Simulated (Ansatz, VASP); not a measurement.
**SiAgBr6 in VASP and in Ansatz**

```
CELL_PARAMETERS angstrom
0.00000 5.25855 5.25855
5.25855 0.00000 5.25855
5.25855 5.25855 0.00000
ATOMIC_POSITIONS crystal
Si 0.50000 0.50000 0.50000
Ag 0.00000 0.00000 0.00000
Br 0.72996 0.27004 0.27004
Br 0.27004 0.72996 0.27004
Br 0.27004 0.27004 0.72996
Br 0.27004 0.72996 0.72996
Br 0.72996 0.27004 0.72996
Br 0.72996 0.72996 0.27004
```

Alike in both runs: functional PBE; k mesh 6 × 6 × 6; occupations gaussian, width 0.1 eV; no spin polarisation.

Ansatz relaxed the structure, and its values are those at the end. VASP's run is a single point on that final structure, the one shown.

|  | VASP | Ansatz |
| --- | --- | --- |
| version | VASP 6.6.1 | Ansatz 0.2.0 |
| potentials or method | VASP PAW PBE potentials, release 64 (Si, Ag, Br), cutoff 520 eV | scalar-relativistic, plane waves, PAW |
| valence electrons in the cell | 57 | 65 |

|  | VASP | Ansatz | Ansatz less VASP |
| --- | --- | --- | --- |
| gap on the k mesh at the Fermi level (eV) | none | none | - |
| pressure (GPa) | 0.0 | 0.0 | 0.00 |
| rms of the force components (eV/Å) | 0.008 | 0.005 | -0.0031 |

A gap of «none» marks a metal or a gap that the smearing closes. VASP's potentials hold 57 valence electrons a cell and Ansatz's 65, so a difference there can come from the potentials and not from the codes.
